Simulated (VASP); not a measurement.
# Ni (P6_3/mmc) in VASP: notebook

The runs below take Ni through single point, with BLYP.

Program: VASP 6.6.1. These are calculated values, not measurements. Logs are shortened: lines on timing, memory, paths and dates and some standing lists are left out, and cuts for length are marked.

## (1) The cell of the first run

It takes space group P6_3/mmc (No. 194, hexagonal). Conventional cell: a = 2.528 Å, b = 2.528 Å, c = 8.284 Å, α = 90.00°, β = 90.00°, γ = 120.00°. Within 3.3 Å of Ni (site symmetry -3m) lie 12 Ni at 2.53 Å. Ni (site symmetry -6m2) has 12 Ni at 2.53 Å within 3.3 Å.

This isn't the form of Ni at room conditions, which is fcc.

## (2) Single point, BLYP, collinear spin, antiferromagnetic start

INCAR reads:

```
  PREC = Accurate
  ENCUT = 520
  EDIFF = 1E-6
  ISMEAR = -1
  SIGMA = 0.05
  LREAL = F
  LASPH = T
  NELM = 150
  ALGO = Normal
  ISIF = 2
  LWAVE = F
  LCHARG = F
  ISPIN = 2
  MAGMOM = 0.8 0.8 -0.8 -0.8
  LORBIT = 11
  LMAXMIX = 4
  GGA = B5
  ALDAX = 1.0
  AGGAX = 1.0
  AGGAC = 1.0
  ALDAC = 0.0
  NBANDS = 32
```

KPOINTS reads:

```
Automatic mesh
0
Gamma
  14 14 4
```

POSCAR reads:

```
Ni
1.0
    2.5280909574      0.0000000000      0.0000000000
   -1.2640454787      2.1893909921      0.0000000000
    0.0000000000      0.0000000000      8.2839522644
Ni
4
Direct
    1.0000000000      1.0000000000      0.0000000000
    1.0000000000      1.0000000000      0.5000000000
    0.3333333333      0.6666666667      0.2500000000
    0.6666666667      0.3333333333      0.7500000000
```

Potentials or basis: VASP PAW PBE potentials, release 64 (Ni).

Started as:

```sh
> cat potpaw_PBE.64/Ni/POTCAR > POTCAR
> mpirun -np 1 vasp_std > vasp.out
```

OUTCAR:

```text
PREC = Accurate
   ENCUT = 520
   EDIFF = 1E-6
   ISMEAR = -1
   LREAL = F
   LASPH = T
   NELM = 150
   ISIF = 2
   ISPIN = 2
   LORBIT = 11
   GGA = B5

 ion  position               nearest neighbor table
   1  0.000  0.000  0.000-   3 2.53   4 2.53   3 2.53   4 2.53   4 2.53   3 2.53
   2  0.000  0.000  0.500-   3 2.53   4 2.53   3 2.53   4 2.53   4 2.53   3 2.53
   3  0.333  0.667  0.250-   1 2.53   2 2.53   1 2.53   2 2.53   1 2.53   2 2.53
   4  0.667  0.333  0.750-   1 2.53   2 2.53   1 2.53   2 2.53   1 2.53   2 2.53

  LATTYP: Found a hexagonal cell.
 ALAT       =     2.5280909574
 C/A-ratio  =     3.2767619536

  Lattice vectors:

 A1 = (   2.5280909574,   0.0000000000,   0.0000000000)
 A2 = (  -1.2640454787,   2.1893909921,   0.0000000000)
 A3 = (   0.0000000000,   0.0000000000,   8.2839522644)

Analysis of symmetry for initial positions (statically):
=====================================================================
 Subroutine PRICEL returns:
 Original cell was already a primitive cell.

 Routine SETGRP: Setting up the symmetry group for a
 hexagonal supercell.

 Subroutine GETGRP returns: Found 24 space group operations
 (whereof 12 operations were pure point group operations)
 out of a pool of 24 trial point group operations.

The static configuration has the point symmetry D_3d.
 The point group associated with its full space group is D_6h.

Analysis of symmetry for dynamics (positions and initial velocities):
=====================================================================
 Subroutine PRICEL returns:
 Original cell was already a primitive cell.

 Routine SETGRP: Setting up the symmetry group for a
 hexagonal supercell.

 Subroutine GETGRP returns: Found 24 space group operations
 (whereof 12 operations were pure point group operations)
 out of a pool of 24 trial point group operations.

The dynamic configuration has the point symmetry D_3d.
 The point group associated with its full space group is D_6h.

Analysis of structural, dynamic, and magnetic symmetry:
=====================================================================
 Subroutine PRICEL returns:
 Original cell was already a primitive cell.

 Routine SETGRP: Setting up the symmetry group for a
 hexagonal supercell.

 Subroutine GETGRP returns: Found 24 space group operations
 (whereof 12 operations were pure point group operations)
 out of a pool of 24 trial point group operations.

The overall configuration has the point symmetry D_3d.
 The point group associated with its full space group is D_6h.

 Subroutine INISYM returns: Found 24 space group operations
 (whereof 12 operations are pure point group operations),
 and found     1 'primitive' translations

----------------------------------------------------------------------------------------

                                     Primitive cell

  volume of cell :      45.8515

  direct lattice vectors                    reciprocal lattice vectors
     2.528090957  0.000000000  0.000000000     0.395555388  0.228374010  0.000000000
    -1.264045479  2.189390992  0.000000000     0.000000000  0.456748020  0.000000000
     0.000000000  0.000000000  8.283952264     0.000000000  0.000000000  0.120715326

  length of vectors
     2.528090957  2.528090957  8.283952264     0.456748020  0.456748020  0.120715326

  position of ions in fractional coordinates (direct lattice)
     0.000000000  0.000000000  0.000000000
     0.000000000  0.000000000  0.500000000
     0.333333333  0.666666667  0.250000000
     0.666666667  0.333333333  0.750000000

  ion indices of the primitive-cell ions
   primitive index   ion index
                 1           1
                 2           2
                 3           3
                 4           4

----------------------------------------------------------------------------------------

 KPOINTS: Automatic mesh

Automatic generation of k-mesh.
 Grid dimensions read from file:
 generate k-points for:   14   14    4

 Generating k-lattice:

  Cartesian coordinates                     Fractional coordinates (reciprocal lattice)
     0.028253956  0.016312429  0.000000000     0.071428571  0.000000000  0.000000000
     0.000000000  0.032624859  0.000000000     0.000000000  0.071428571  0.000000000
     0.000000000  0.000000000  0.030178832     0.000000000  0.000000000  0.250000000

  Length of vectors
     0.032624859  0.032624859  0.030178832

  Shift w.r.t. Gamma in fractional coordinates (k-lattice)
     0.000000000  0.000000000  0.000000000

 Subroutine IBZKPT returns following result:
 ===========================================

 Found     72 irreducible k-points:

 Following reciprocal coordinates:
            Coordinates               Weight
  0.000000  0.000000  0.000000      1.000000
  0.071429 -0.000000  0.000000      6.000000
  0.142857  0.000000  0.000000      6.000000
  0.214286 -0.000000  0.000000      6.000000
  0.285714  0.000000  0.000000      6.000000
[... 29 lines left out ...]
   ISIF   =      2    stress and relaxation
   ISYM   =      2    0-nonsym 1-usesym 2-fastsym
   POTIM  = 0.5000    time-step for ionic-motion
   TEBEG  =    0.0;   TEEND  =   0.0 temperature during run
   PSTRESS=    0.0 pullay stress
   NELECT =      40.0000    total number of electrons
   NUPDOWN=      -1.0000    fix difference up-down
   EMIN   =  10.00;   EMAX   =-10.00  energy-range for DOS
   EFERMI =   0.00;   METHOD = LEGACY
   ISMEAR =    -1;   SIGMA  =   0.05  broadening in eV -4-tet -1-fermi 0-gaus
   EFERMI_NEDOS =   21; number of points for ismear=-14 and -15
   IALGO  =     38    algorithm
   IMIX   =      4    mixing-type and parameters
     AMIX     =   0.40;   BMIX     =  1.00
     AMIX_MAG =   1.60;   BMIX_MAG =  1.00
  volume/ion in A,a.u.               =      11.46        77.36
  Fermi-wavevector in a.u.,A,eV,Ry     =   1.564265  2.956032 33.292430  2.446925
  Thomas-Fermi vector in A             =   2.666914
   LORBIT       =     11    0 simple, 1 ext, 2 COOP (PROOUT), +10 PAW based schemes
   GGA     = B5    functional components
   LHFCALC =     F    Hartree Fock is set to
   AEXX    =    0.0000 exact exchange contribution
   IVDW    =     0    specifies the selected vdW correction
   LEPSILON=     F    determine dielectric tensor
   LRPA    =     F    only Hartree local field effects (RPA)
 spin polarized calculation
  energy-cutoff  :      520.00
  volume of cell :       45.85
 maximum number of plane-waves:      1247
 NGX is ok and might be reduce to    20
   NGX =  9   NGY =  9   NGZ = 31

 number of electron      40.0000015 magnetization      -0.1417236

 number of electron      40.0000016 magnetization       0.0376022

 Free energy of the ion-electron system (eV)
  ---------------------------------------------------
  ext. energy  EPLUGINS =         0.00000000
  ---------------------------------------------------
  free energy    TOTEN  =       -18.23119816 eV

  energy without entropy =      -18.11950307  energy(sigma->0) =      -18.17535062

 E-fermi :   8.9352     XC(G=0): -12.3605

 val. band max:        8.9347566325   @ k =   0.4286   0.1429   0.5000
 cond. band min:       8.9391948218   @ k =   0.2857   0.0000   0.0000
 fundamental gap:      0.0044381893
 Fermi energy:         8.9351603476

 spin component 1

 k-point     1 :       0.0000    0.0000    0.0000
  band No.  band energies     occupation
      1       0.5953      1.00000
      2       2.7422      1.00000
      3       2.7642      1.00000
      4       4.8082      1.00000
      5       6.7683      1.00000
      6       6.9994      1.00000
[... 829 lines left out ...]
     31      21.6484      0.00000
     32      22.3426      0.00000

 [... further k-points ...]

 spin component 2

 k-point     1 :       0.0000    0.0000    0.0000
  band No.  band energies     occupation
      1       0.5950      1.00000
      2       2.7450      1.00000
      3       2.7620      1.00000
      4       4.8189      1.00000
      5       6.7558      1.00000
      6       7.0468      1.00000
[... 829 lines left out ...]
     31      21.6381      0.00000
     32      22.3451      0.00000

 [... further k-points ...]

------------------------ aborting loop because EDIFF is reached ----------------------------------------

  FORCE on cell =-STRESS in cart. coord.  units (eV):
  Direction    XX          YY          ZZ          XY          YZ          ZX
  --------------------------------------------------------------------------------------
  -------------------------------------------------------------------------------------
  Total       -0.1986685     -0.1986685     -0.0469898     -0.0000000      0.0000000      0.0000000
  in kB       -6.9420228     -6.9420228     -1.6419538     -0.0000000      0.0000000      0.0000000
  external PRESSURE =      -5.1753331 kB  Pullay stress =       0.0000000 kB

 VOLUME and BASIS-vectors are now :
 -----------------------------------------------------------------------------
  energy-cutoff  :      520.00
  volume of cell :       45.85
      direct lattice vectors                 reciprocal lattice vectors
     2.528090957  0.000000000  0.000000000     0.395555388  0.228374010  0.000000000
    -1.264045479  2.189390992  0.000000000     0.000000000  0.456748020  0.000000000
     0.000000000  0.000000000  8.283952264     0.000000000  0.000000000  0.120715326

 POSITION                                       TOTAL-FORCE (eV/Angst)
 -----------------------------------------------------------------------------------
      0.00000      0.00000      0.00000        -0.000000      0.000000     -0.000000
      0.00000      0.00000      4.14198        -0.000000      0.000000     -0.000000
     -0.00000      1.45959      2.07099         0.000000     -0.000000     -0.000000
      1.26405      0.72980      6.21296        -0.000000      0.000000      0.000000
 -----------------------------------------------------------------------------------
    total drift:                                0.000000     -0.000000      0.000000

  FREE ENERGIE OF THE ION-ELECTRON SYSTEM (eV)
  ---------------------------------------------------
  free  energy   TOTEN  =       -18.2311981624 eV

  energy  without entropy=      -18.1195030718  energy(sigma->0) =      -18.17535062

 total charge

# of ion       s       p       d       tot
------------------------------------------
    1        0.476   0.435   8.360   9.271
    2        0.476   0.435   8.360   9.271
    3        0.476   0.436   8.359   9.271
    4        0.476   0.436   8.359   9.271
--------------------------------------------------
tot          1.904   1.742  33.439  37.084

 magnetization (x)

# of ion       s       p       d       tot
------------------------------------------
    1       -0.001  -0.000   0.235   0.234
    2       -0.001  -0.000   0.235   0.234
    3        0.001  -0.000  -0.215  -0.215
    4        0.001  -0.000  -0.215  -0.215
--------------------------------------------------
tot         -0.000  -0.002   0.041   0.039
```

Wall time 11 min (1 thread of Oxide Virtual Turin-like, shared host); peak memory 0.24 GiB.

What came out:

| Item | Value |
| --- | --- |
| Free energy | -18.2312 eV |
| Pressure | -0.5 GPa |
| Band gap on the k mesh | zero (filled and empty bands overlap) |
| Net moment | 0.04 μB per cell |
| Site moments | Ni +0.23, -0.21 (each value once) μB |
| Valence electrons inside the program's atomic spheres | Ni 9.27 |

Stress tensor (GPa, compression positive):
```
-0.69  0.00  0.00
 0.00 -0.69  0.00
 0.00  0.00 -0.16
```

Levels at points of the mesh, in eV from the Fermi level:
Spin up:
```tsv
k point	band 18	band 19	band 20	band 21	band 22	band 23
(0.00, 0.00, 0.00)	-0.56	-0.56	-0.45	-0.45	-0.07	-0.07
(0.50, 0.00, 0.00)	0.17	0.18	0.19	0.71	1.69	2.54
(0.00, 0.00, 0.50)	-0.78	-0.78	-0.78	-0.22	-0.22	-0.22
(0.50, 0.00, 0.50)	-0.14	0.18	0.18	1.55	1.55	2.92
```
Spin down:
```tsv
k point	band 16	band 17	band 18	band 19	band 20	band 21	band 22	band 23	band 24	band 25
(0.00, 0.00, 0.00)	-0.86	-0.86	-0.70	-0.70	-0.37	-0.37	-0.08	-0.08	0.16	5.69
(0.50, 0.00, 0.00)	0.00	0.04	0.10	0.19	0.20	0.66	1.69	2.69	3.08	6.51
(0.00, 0.00, 0.50)	-1.33	-0.77	-0.77	-0.77	-0.77	-0.22	-0.22	-0.22	-0.22	8.70
(0.50, 0.00, 0.50)	-0.31	-0.11	-0.11	0.19	0.19	1.60	1.60	2.89	2.89	6.92
```

Caveat: the PAW data sets were made with another functional, which shifts forces and pressure a little.

## (3) Single point, BLYP, collinear spin, ferromagnetic start (10.09 Å³/atom)

This run uses another cell than the first one, of 10.09 Å³/atom.

INCAR reads:

```
PREC     = Accurate       # precision mode
ENCUT    = 520            # plane-wave cutoff, eV
EDIFF    = 1E-6           # SCF threshold, eV
ISMEAR   = -1             # smearing method
SIGMA    = 0.05           # smearing width, eV
LREAL    = F              # projectors in reciprocal space
LASPH    = T              # aspherical terms in the spheres
NELM     = 150            # most SCF steps
ALGO     = Normal         # electronic algorithm
ISIF     = 2              # what is computed and relaxed
LWAVE    = F              # write WAVECAR
LCHARG   = T              # write CHGCAR
ISPIN    = 2              # spin polarisation
MAGMOM   = -0.667 -0.667 -0.676 -0.676 # initial moments
LORBIT   = 11             # projections on sites
LMAXMIX  = 4              # l up to which the mixer works
GGA      = B5             # functional
ALDAX    = 1.0          
AGGAX    = 1.0          
AGGAC    = 1.0          
ALDAC    = 0.0          
LELF     = T              # ELF
LVHAR    = T            
NBANDS   = 32             # bands
```

KPOINTS reads:

```
Automatic mesh
0
Gamma
  16 16 5
```

POSCAR reads:

```
Ni
1.0
    2.4226290427      0.0000000000      0.0000000000
   -1.2113145214      2.0980582949      0.0000000000
    0.0000000000      0.0000000000      7.9383786749
Ni
4
Direct
    1.0000000000      1.0000000000      0.0000000000
    1.0000000000      1.0000000000      0.5000000000
    0.3333333333      0.6666666667      0.2500000000
    0.6666666667      0.3333333333      0.7500000000
```

Potentials or basis: VASP PAW PBE potentials, release 64 (Ni).

Started as:

```sh
> cat potpaw_PBE.64/Ni/POTCAR > POTCAR
> mpirun -np 1 vasp_std > vasp.out
```

It took 5.4 min on 1 thread of Oxide Virtual Turin-like, shared host; peak memory 0.24 GiB.

The run converged. Its results:

* Free energy: -17.9693 eV
* Pressure: 29.2 GPa
* Net moment: -2.29 μB per cell
* Site moments: Ni -0.57, -0.58 (each value once) μB
* Valence electrons inside the program's atomic spheres: Ni 9.49

Stress tensor (GPa, compression positive):
```
28.98  0.00  0.00
 0.00 28.98  0.00
 0.00  0.00 29.75
```

Levels at points of the mesh, in eV from the Fermi level:
Spin up:
| k point | band 15 | band 16 | band 17 | band 18 | band 19 | band 20 | band 21 | band 22 | band 23 | band 24 |
| --- | --- | --- | --- | --- | --- | --- | --- | --- | --- | --- |
| (0.00, 0.00, 0.00) | -1.65 | -1.00 | -1.00 | -0.63 | -0.63 | -0.35 | -0.35 | -0.24 | 0.08 | 0.08 |
| (0.50, 0.00, 0.00) | 0.15 | 0.17 | 0.22 | 0.30 | 0.33 | 0.36 | 0.45 | 1.52 | 2.93 | 3.49 |
Spin down:
| k point | band 17 | band 18 | band 19 | band 20 | band 21 | band 22 | band 23 | band 24 | band 25 | band 26 |
| --- | --- | --- | --- | --- | --- | --- | --- | --- | --- | --- |
| (0.00, 0.00, 0.00) | -1.52 | -1.22 | -1.22 | -0.97 | -0.97 | -0.59 | -0.59 | -0.23 | 6.25 | 15.29 |
| (0.50, 0.00, 0.00) | -0.49 | -0.42 | -0.41 | -0.41 | 0.35 | 1.49 | 2.61 | 3.19 | 7.14 | 7.15 |

Caveat: the cell stands under pressure; the PAW data sets were made with another functional, which shifts forces and pressure a little.

## (4) Single point, BLYP, collinear spin, ferromagnetic start (11.46 Å³/atom)

INCAR reads:

```
SYSTEM = Ni
PREC     = Accurate       ! precision mode
ENCUT    = 520            ! plane-wave cutoff, eV
EDIFF    = 1E-6           ! SCF threshold, eV
ISMEAR   = -1             ! smearing method
SIGMA    = 0.05           ! smearing width, eV
LREAL    = .False.        ! projectors in reciprocal space
LASPH    = .True.         ! aspherical terms in the spheres
NELM     = 150            ! most SCF steps
ALGO     = Normal         ! electronic algorithm
ISIF     = 2              ! what is computed and relaxed
LWAVE    = .False.        ! write WAVECAR
LCHARG   = .False.        ! write CHGCAR
ISPIN    = 2              ! spin polarisation
MAGMOM   = -0.667 -0.667 -0.676 -0.676 ! initial moments
LORBIT   = 11             ! projections on sites
LMAXMIX  = 4              ! l up to which the mixer works
GGA      = B5             ! functional
ALDAX    = 1.0          
AGGAX    = 1.0          
AGGAC    = 1.0          
ALDAC    = 0.0          
NBANDS   = 32             ! bands
```

KPOINTS reads:

```
Automatic mesh
0
Gamma
  16 16 5
  0 0 0
```

POSCAR reads:

```
Ni
1.0
    2.5280909574      0.0000000000      0.0000000000
   -1.2640454787      2.1893909921      0.0000000000
    0.0000000000      0.0000000000      8.2839522644
Ni
4
Direct
    1.0000000000      1.0000000000      0.0000000000
    1.0000000000      1.0000000000      0.5000000000
    0.3333333333      0.6666666667      0.2500000000
    0.6666666667      0.3333333333      0.7500000000
```

Started as:

```sh
> cat potpaw_PBE.64/Ni/POTCAR > POTCAR
> mpirun -np 1 vasp_std > vasp.out
```

Wall time 7.3 min (1 thread of Oxide Virtual Turin-like, shared host); peak memory 0.27 GiB.

The run converged. Its results:

| Item | Value |
| --- | --- |
| Free energy | -18.4139 eV |
| Pressure | 0.0 GPa |
| Net moment | -2.39 μB per cell |
| Site moments | Ni -0.60, -0.62 (each value once) μB |
| Valence electrons inside the program's atomic spheres | Ni 9.27 |

Stress tensor (GPa, compression positive):
```
-0.18  0.00  0.00
 0.00 -0.18  0.00
 0.00  0.00  0.40
```

Levels at points of the mesh, in eV from the Fermi level:
Spin up:
| k point | band 15 | band 16 | band 17 | band 18 | band 19 | band 20 | band 21 | band 22 |
| --- | --- | --- | --- | --- | --- | --- | --- | --- |
| (0.00, 0.00, 0.00) | -1.35 | -0.83 | -0.83 | -0.53 | -0.53 | -0.29 | -0.29 | -0.03 |
| (0.50, 0.00, 0.00) | 0.13 | 0.15 | 0.19 | 0.26 | 0.28 | 0.32 | 0.56 | 1.52 |
Spin down:
| k point | band 18 | band 19 | band 20 | band 21 | band 22 | band 23 | band 24 | band 25 |
| --- | --- | --- | --- | --- | --- | --- | --- | --- |
| (0.00, 0.00, 0.00) | -1.13 | -1.13 | -0.92 | -0.92 | -0.62 | -0.62 | 0.00 | 5.30 |
| (0.50, 0.00, 0.00) | -0.49 | -0.49 | -0.47 | 0.47 | 1.51 | 2.27 | 2.81 | 6.18 |

Caveat: the PAW data sets were made with another functional, which shifts forces and pressure a little.

## (5) Overview

| spin | cell | k mesh | gap on the mesh (eV) | pressure (GPa) | moment (μB) |
| --- | --- | --- | --- | --- | --- |
| collinear, antiferromagnetic start | a = 2.528, b = 2.528, c = 8.284 Å, angles 90.0, 90.0, 120.0°, 4 atoms | 14 × 14 × 4 | none | -0.5 | 0.04 |
| collinear, ferromagnetic start | a = 2.423, b = 2.423, c = 7.938 Å, angles 90.0, 90.0, 120.0°, 4 atoms | 16 × 16 × 5 | none | 29.2 | 2.29 |
| collinear, ferromagnetic start | a = 2.528, b = 2.528, c = 8.284 Å, angles 90.0, 90.0, 120.0°, 4 atoms | 16 × 16 × 5 | none | 0.0 | 2.39 |

Alike in all rows: task single point; level BLYP; potentials or basis VASP PAW PBE potentials, release 64 (Ni); cutoff (eV) 520; smearing fermi-dirac 0.05 eV.

Caveats: the PAW data sets were made with another functional, which shifts forces and pressure a little; the cell stands under pressure (at least some runs).

Absolute energies hang on the potentials; compare differences alone.
